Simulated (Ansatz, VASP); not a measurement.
**MgO: VASP beside Ansatz**

POSCAR

```
MgO
1.0
    0.0000000000      2.0683823780      2.2752206158
    2.0683823780      0.0000000000      2.2752206158
    2.0683823780      2.0683823780      0.0000000000
Mg O
1 1
Direct
    0.0000000000      0.0000000000      0.0000000000
    0.5000000000      0.5000000000      0.5000000000
```

The input INCAR.step1:

```
PREC     = Accurate       # precision mode
ENCUT    = 520            # plane-wave cutoff, eV
ISMEAR   = 0              # smearing method
SIGMA    = 0.05           # smearing width, eV
LREAL    = F              # projectors in reciprocal space
LASPH    = T              # aspherical terms in the spheres
NELM     = 60             # most SCF steps
NBANDS   = 11             # bands
GGA      = PE             # functional
ALGO     = Normal         # electronic algorithm
EDIFF    = 1E-4           # SCF threshold, eV
LWAVE    = T              # write WAVECAR
LCHARG   = F              # write CHGCAR
```

The input INCAR.step2:

```
PREC     = Accurate       # precision mode
ENCUT    = 520            # plane-wave cutoff, eV
EDIFF    = 1E-6           # SCF threshold, eV
ISMEAR   = 0              # smearing method
SIGMA    = 0.05           # smearing width, eV
LREAL    = F              # projectors in reciprocal space
LASPH    = T              # aspherical terms in the spheres
NELM     = 60             # most SCF steps
ALGO     = Normal         # electronic algorithm
ISIF     = 2              # what is computed and relaxed
LWAVE    = F              # write WAVECAR
LCHARG   = T              # write CHGCAR
METAGGA  = R2SCAN         # meta-GGA
LMIXTAU  = T            
LELF     = T              # ELF
LVHAR    = T            
NBANDS   = 11             # bands
ISTART   = 1
```

KPOINTS

```
regular mesh
0
Gamma
  10 10 10
```

Input for Ansatz:

```yaml
crystal:
  lattice:
    - [0.0, 2.068382378, 2.2752206158]
    - [2.068382378, 0.0, 2.2752206158]
    - [2.068382378, 2.068382378, 0.0]
  atoms:
    - { symbol: Mg, position: [0.0, 0.0, 0.0] }
    - { symbol: O, position: [0.5, 0.5, 0.5] }
basis:
  ecutwfc: 500
kpoints:
  mp_grid: { grid: [10, 10, 10] }
hamiltonian:
  xc: r2scan
scf:
  occupations: { method: gaussian, width: 0.05 }
output:
  forces: true
  stress: true
  eigenvalues: true
```

Alike in both runs: task single point; functional r2SCAN; k mesh 10 × 10 × 10; occupations gaussian, width 0.05 eV; no spin polarisation.

|  | VASP | Ansatz |
| --- | --- | --- |
| version | VASP 6.6.1 | Ansatz 0.2.0 |
| potentials or method | VASP PAW PBE potentials, release 64 (Mg, O), cutoff 520 eV | scalar-relativistic, plane waves, PAW |
| valence electrons in the cell | 8 | 16 |

```tsv
	VASP	Ansatz	Ansatz less VASP
gap on the k mesh at the Fermi level (eV)	5.05	5.07	+0.028
least direct gap on the mesh (eV)	5.05	5.07	+0.028
pressure (GPa)	-5.6	-4.5	+1.07
traceless stress, the component that is largest in VASP (GPa)	-8.83	-8.96	-0.132
```

VASP's potentials were made for PBE, not for r2SCAN. With one functional, cell and mesh, what is left measures potentials, basis and numerics. VASP's potentials hold 8 valence electrons a cell and Ansatz's 16, so a difference there can come from the potentials and not from the codes.
